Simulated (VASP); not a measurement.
# Sc3BP2 (Immm) in VASP: single point with PBE

Aim: the single point of Sc3BP2 with PBE.

Program: VASP 6.6.1. These are calculated values, not measurements. Logs are shortened: lines on timing, memory, paths and dates and some standing lists are left out, and cuts for length are marked.

**1. The cell of the first run**

It takes space group Immm (No. 71, orthorhombic). Conventional cell: a = 3.647 Å, b = 5.203 Å, c = 11.076 Å, α = 90.00°, β = 90.00°, γ = 90.00°. Sc (site symmetry mm2) has 2 B at 2.55 Å and 4 P at 2.60 to 2.62 Å within 3.4 Å. Within 3.4 Å of Sc (site symmetry mmm) lie 2 B at 2.60 Å and 4 P at 2.62 Å. Within 3.4 Å of B (site symmetry mmm) lie 6 Sc at 2.55 to 2.60 Å. Within 3.4 Å of P (site symmetry mm2) lie 6 Sc at 2.60 to 2.62 Å.

The cell was generated, and may not be a known phase.

**2. Single point, PBE**

The input, INCAR:

```
SYSTEM = Sc3BP2
  PREC = Accurate
  ENCUT = 520
  EDIFF = 1E-7
  ISMEAR = 0
  SIGMA = 0.1
  LREAL = .FALSE.
  LASPH = .TRUE.
  NELM = 80
  ALGO = Normal
  ISIF = 2
  LWAVE = .FALSE.
  LCHARG = .FALSE.
  GGA = PE
  NBANDS = 32
```

The input, KPOINTS:

```
regular mesh
0
G
  10 10 10
  0 0 0
```

The input, POSCAR:

```
Sc3BP2
1.0
   -1.8234564987      2.6012559063      5.5377900584
    1.8234564987     -2.6012559063      5.5377900584
    1.8234564987      2.6012559063     -5.5377900584
Sc B P
3 1 2
Direct
    0.3394040802      0.3394040802      0.0000000000
    0.0000000000      0.0000000000      0.0000000000
    0.6605959198      0.6605959198      0.0000000000
    0.5000000000      0.0000000000      0.5000000000
    0.1697186154      0.6697186154      0.5000000000
    0.8302813846      0.3302813846      0.5000000000
```

Potentials or basis: VASP PAW PBE potentials, release 64 (Sc_sv, B, P).

Started as:

```console
$ cat potpaw_PBE.64/Sc_sv/POTCAR potpaw_PBE.64/B/POTCAR potpaw_PBE.64/P/POTCAR > POTCAR
$ mpirun -np 1 vasp_std > vasp.out
```

OUTCAR:

```text
SYSTEM = Sc3BP2
   PREC = Accurate
   ENCUT = 520
   EDIFF = 1E-7
   ISMEAR = 0
   LREAL = .FALSE.
   LASPH = .TRUE.
   NELM = 80
   ISIF = 2
   GGA = PE

 ion  position               nearest neighbor table
   1  0.339  0.339  0.000-   4 2.55   4 2.55   6 2.60   6 2.60   5 2.62   5 2.62
   2  0.000  0.000  0.000-   4 2.60   4 2.60   6 2.62   5 2.62   6 2.62   5 2.62
   3  0.661  0.661  0.000-   4 2.55   4 2.55   5 2.60   5 2.60   6 2.62   6 2.62
   4  0.500  0.000  0.500-   3 2.55   1 2.55   3 2.55   1 2.55   2 2.60   2 2.60
   5  0.170  0.670  0.500-   3 2.60   3 2.60   1 2.62   1 2.62   2 2.62   2 2.62
   6  0.830  0.330  0.500-   1 2.60   1 2.60   3 2.62   3 2.62   2 2.62   2 2.62

  LATTYP: Found a body centered orthorhombic cell.
 ALAT       =     3.6469129974
 B/A-ratio  =     1.4265522145
 C/A-ratio  =     3.0369740448

  Lattice vectors:

 A1 = (  -1.8234564987,   2.6012559063,   5.5377900584)
 A2 = (   1.8234564987,  -2.6012559063,   5.5377900584)
 A3 = (   1.8234564987,   2.6012559063,  -5.5377900584)

Analysis of symmetry for initial positions (statically):
=====================================================================
 Subroutine PRICEL returns:
 Original cell was already a primitive cell.

 Routine SETGRP: Setting up the symmetry group for a
 body centered orthorhombic supercell.

 Subroutine GETGRP returns: Found  8 space group operations
 (whereof  8 operations were pure point group operations)
 out of a pool of  8 trial point group operations.

The static configuration has the point symmetry D_2h.

Analysis of symmetry for dynamics (positions and initial velocities):
=====================================================================
 Subroutine PRICEL returns:
 Original cell was already a primitive cell.

 Routine SETGRP: Setting up the symmetry group for a
 body centered orthorhombic supercell.

 Subroutine GETGRP returns: Found  8 space group operations
 (whereof  8 operations were pure point group operations)
 out of a pool of  8 trial point group operations.

The dynamic configuration has the point symmetry D_2h.

 Subroutine INISYM returns: Found  8 space group operations
 (whereof  8 operations are pure point group operations),
 and found     1 'primitive' translations

----------------------------------------------------------------------------------------

                                     Primitive cell

  volume of cell :     105.0691

  direct lattice vectors                    reciprocal lattice vectors
    -1.823456499  2.601255906  5.537790058     0.000000000  0.192214845  0.090288724
     1.823456499 -2.601255906  5.537790058     0.274204512  0.000000000  0.090288724
     1.823456499  2.601255906 -5.537790058     0.274204512  0.192214845  0.000000000

  length of vectors
     6.384249731  6.384249731  6.384249731     0.212364310  0.288686973  0.334865139

  position of ions in fractional coordinates (direct lattice)
     0.339404080  0.339404080  0.000000000
     0.000000000  0.000000000  0.000000000
     0.660595920  0.660595920  0.000000000
     0.500000000  0.000000000  0.500000000
     0.169718615  0.669718615  0.500000000
     0.830281385  0.330281385  0.500000000

  ion indices of the primitive-cell ions
   primitive index   ion index
                 1           1
                 2           2
                 3           3
                 4           4
                 5           5
                 6           6

----------------------------------------------------------------------------------------

 KPOINTS: regular mesh

Automatic generation of k-mesh.
 Grid dimensions read from file:
 generate k-points for:   10   10   10

 Generating k-lattice:

  Cartesian coordinates                     Fractional coordinates (reciprocal lattice)
     0.000000000  0.019221484  0.009028872     0.100000000  0.000000000  0.000000000
     0.027420451  0.000000000  0.009028872     0.000000000  0.100000000  0.000000000
     0.027420451  0.019221484  0.000000000     0.000000000  0.000000000  0.100000000

  Length of vectors
     0.021236431  0.028868697  0.033486514

  Shift w.r.t. Gamma in fractional coordinates (k-lattice)
     0.000000000  0.000000000  0.000000000

 Subroutine IBZKPT returns following result:
 ===========================================

 Found    171 irreducible k-points:

 Following reciprocal coordinates:
            Coordinates               Weight
  0.000000  0.000000  0.000000      1.000000
  0.100000  0.000000 -0.000000      4.000000
  0.200000  0.000000 -0.000000      4.000000
  0.300000  0.000000 -0.000000      4.000000
  0.400000  0.000000 -0.000000      4.000000
  0.500000  0.000000 -0.000000      2.000000
[... 16 lines left out ...]
 -0.400000  0.200000  0.000000      8.000000
 -0.300000  0.200000  0.000000      8.000000
 [... further k-points ...]
   k-points           NKPTS =    171   k-points in BZ     NKDIM =    171   number of bands    NBANDS=     32
   number of dos      NEDOS =    301   number of ions     NIONS =      6
   total plane-waves  NPLWV = 110592
   dimension x,y,z NGX =    48 NGY =   48 NGZ =   48
   dimension x,y,z NGXF=    96 NGYF=   96 NGZF=   96
   ions per type =               3   1   2
   NGX,Y,Z   is equivalent  to a cutoff of  12.50, 12.50, 12.50 a.u.
   NGXF,Y,Z  is equivalent  to a cutoff of  25.00, 25.00, 25.00 a.u.
 SYSTEM =  Sc3BP2
   PREC   = accura    normal or accurate (medium, high low for compatibility)
   ISTART =      0    job   : 0-new  1-cont  2-samecut
   ICHARG =      2    charge: 1-file 2-atom 10-const
   ISPIN  =      1    spin polarized calculation?
   LNONCOLLINEAR =      F non collinear calculations
   LSORBIT =      F    spin-orbit coupling
   LASPH  =      T    aspherical Exc in radial PAW
   ENCUT  =  520.0 eV  38.22 Ry    6.18 a.u.  11.87 11.87 11.87*2*pi/ulx,y,z
   NELM   =     80;   NELMIN=  2; NELMDL= -5     # of ELM steps
   EDIFF  = 0.1E-06   stopping-criterion for ELM
   LREAL  =      F    real-space projection
   EDIFFG = 0.1E-05   stopping-criterion for IOM
   NSW    =      0    number of steps for IOM
   IBRION =     -1    ionic relax: 0-MD 1-quasi-New 2-CG
   NFREE  =      0    steps in history (QN), initial steepest desc. (CG)
   ISIF   =      2    stress and relaxation
   ISYM   =      2    0-nonsym 1-usesym 2-fastsym
   POTIM  = 0.5000    time-step for ionic-motion
   TEBEG  =    0.0;   TEEND  =   0.0 temperature during run
   PSTRESS=    0.0 pullay stress
   NELECT =      46.0000    total number of electrons
   NUPDOWN=      -1.0000    fix difference up-down
   EMIN   =  10.00;   EMAX   =-10.00  energy-range for DOS
   EFERMI =   0.00;   METHOD = LEGACY
   ISMEAR =     0;   SIGMA  =   0.10  broadening in eV -4-tet -1-fermi 0-gaus
   EFERMI_NEDOS =   21; number of points for ismear=-14 and -15
   IALGO  =     38    algorithm
   IMIX   =      4    mixing-type and parameters
     AMIX     =   0.40;   BMIX     =  1.00
     AMIX_MAG =   1.60;   BMIX_MAG =  1.00
  volume/ion in A,a.u.               =      17.51       118.17
  Fermi-wavevector in a.u.,A,eV,Ry     =   1.243090  2.349099 21.024701  1.545272
  Thomas-Fermi vector in A             =   2.377416
   LORBIT       =      0    0 simple, 1 ext, 2 COOP (PROOUT), +10 PAW based schemes
   GGA     = PE    functional components
   LHFCALC =     F    Hartree Fock is set to
   AEXX    =    0.0000 exact exchange contribution
   IVDW    =     0    specifies the selected vdW correction
   LEPSILON=     F    determine dielectric tensor
   LRPA    =     F    only Hartree local field effects (RPA)
 non-spin polarized calculation
 Gauss-broadening in eV      SIGMA  =   0.10
  energy-cutoff  :      520.00
  volume of cell :      105.07
 maximum number of plane-waves:      2850
   NGX = 23   NGY = 23   NGZ = 23

 number of electron      45.9999997 magnetization

 Free energy of the ion-electron system (eV)
  ---------------------------------------------------
  ext. energy  EPLUGINS =         0.00000000
  ---------------------------------------------------
  free energy    TOTEN  =       -41.44086485 eV

  energy without entropy =      -41.42220115  energy(sigma->0) =      -41.43153300

 E-fermi :   4.7476     XC(G=0): -10.5750

 val. band max:        4.7436844392   @ k =   0.3000   0.1000  -0.0000
 cond. band min:       4.7499845336   @ k =  -0.3000   0.2000   0.0000
 fundamental gap:      0.0063000944
 Fermi energy:         4.7475973363

 k-point     1 :       0.0000    0.0000    0.0000
  band No.  band energies     occupation
      1     -43.8932      2.00000
      2     -43.8596      2.00000
      3     -43.8507      2.00000
      4     -22.5997      2.00000
      5     -22.5719      2.00000
      6     -22.5525      2.00000
[... 24 lines left out ...]
     31       7.7213      0.00000
     32       8.2179      0.00000

 k-point     2 :       0.1000    0.0000   -0.0000
  band No.  band energies     occupation
      1     -43.8929      2.00000
      2     -43.8596      2.00000
      3     -43.8509      2.00000
      4     -22.6083      2.00000
      5     -22.5689      2.00000
      6     -22.5586      2.00000
[... 24 lines left out ...]
     31       7.8890      0.00000
     32       8.2093      0.00000

 k-point     3 :       0.2000    0.0000   -0.0000
  band No.  band energies     occupation
      1     -43.8923      2.00000
      2     -43.8595      2.00000
      3     -43.8516      2.00000
      4     -22.6209      2.00000
      5     -22.5774      2.00000
      6     -22.5516      2.00000
[... 24 lines left out ...]
     31       8.2311      0.00000
     32       8.4051      0.00000

 k-point     4 :       0.3000    0.0000   -0.0000
  band No.  band energies     occupation
      1     -43.8915      2.00000
      2     -43.8592      2.00000
      3     -43.8527      2.00000
      4     -22.6307      2.00000
      5     -22.5796      2.00000
      6     -22.5506      2.00000
[... 654 lines left out ...]
     31       8.5183      0.00000
     32       8.7162      0.00000

 k-point    23 :      -0.4000    0.2000    0.0000
  band No.  band energies     occupation
      1     -43.8889      2.00000
      2     -43.8569      2.00000
      3     -43.8519      2.00000
      4     -22.6201      2.00000
      5     -22.6003      2.00000
      6     -22.5602      2.00000
[... 24 lines left out ...]
     31       8.4154      0.00000
     32       8.5768      0.00000

 k-point    24 :      -0.3000    0.2000    0.0000
  band No.  band energies     occupation
      1     -43.8894      2.00000
      2     -43.8574      2.00000
      3     -43.8510      2.00000
      4     -22.6155      2.00000
      5     -22.5934      2.00000
      6     -22.5672      2.00000
[... 24 lines left out ...]
     31       8.1762      0.00000
     32       8.6715      0.00000

 [... further k-points ...]

------------------------ aborting loop because EDIFF is reached ----------------------------------------

  FORCE on cell =-STRESS in cart. coord.  units (eV):
  Direction    XX          YY          ZZ          XY          YZ          ZX
  --------------------------------------------------------------------------------------
  -------------------------------------------------------------------------------------
  Total        0.1074288      0.1240220      0.1080059      0.0000000      0.0000000      0.0000000
  in kB        1.6381605      1.8911863      1.6469607      0.0000000      0.0000000      0.0000000
  external PRESSURE =       1.7254358 kB  Pullay stress =       0.0000000 kB

 VOLUME and BASIS-vectors are now :
 -----------------------------------------------------------------------------
  energy-cutoff  :      520.00
  volume of cell :      105.07
      direct lattice vectors                 reciprocal lattice vectors
    -1.823456499  2.601255906  5.537790058     0.000000000  0.192214845  0.090288724
     1.823456499 -2.601255906  5.537790058     0.274204512  0.000000000  0.090288724
     1.823456499  2.601255906 -5.537790058     0.274204512  0.192214845  0.000000000

 POSITION                                       TOTAL-FORCE (eV/Angst)
 -----------------------------------------------------------------------------------
      0.00000      0.00000      3.75910        -0.000000     -0.000000      0.006425
      0.00000      0.00000      0.00000         0.000000      0.000000      0.000000
      0.00000      0.00000      7.31648         0.000000      0.000000     -0.006425
      0.00000      2.60126      0.00000         0.000000      0.000000      0.000000
      1.82346      0.00000      1.87973         0.000000     -0.000000      0.001323
      0.00000      2.60126      3.65806         0.000000      0.000000     -0.001323
 -----------------------------------------------------------------------------------
    total drift:                                0.000000      0.000000     -0.000000

  FREE ENERGIE OF THE ION-ELECTRON SYSTEM (eV)
  ---------------------------------------------------
  free  energy   TOTEN  =       -41.4408648479 eV

  energy  without entropy=      -41.4222011503  energy(sigma->0) =      -41.43153300
```

It took 8.6 min on 1 thread of Intel Xeon 6975P-C (Granite Rapids), shared host; peak memory 0.67 GiB.

What came out:

* Free energy: -41.4409 eV
* Pressure: 0.2 GPa
* Largest force: 0.006 eV/Å
* Band gap on the k mesh: zero (bands 23 and 24 overlap by 2.13 eV)

Forces on the atoms (eV/Å):
```
Sc   0.000  0.000  0.006
Sc   0.000  0.000  0.000
Sc   0.000  0.000 -0.006
B    0.000  0.000  0.000
P    0.000  0.000  0.001
P    0.000  0.000 -0.001
```

Levels at points of the mesh, in eV from the Fermi level:
```
           k point  band 21  band 22  band 23  band 24  band 25  band 26
(0.00, 0.00, 0.00)    -0.52     1.70     1.72     1.78     1.79     1.91
(0.50, 0.00, 0.00)    -0.77    -0.63    -0.38     0.41     1.73     1.79
(0.00, 0.50, 0.00)    -1.45    -0.33    -0.05     0.37     0.47     2.15
(0.50, 0.50, 0.00)    -1.67    -1.03    -0.60    -0.33     3.09     3.12
(0.50, 0.50, 0.50)    -0.75    -0.32    -0.07     0.36     0.72     2.32
```
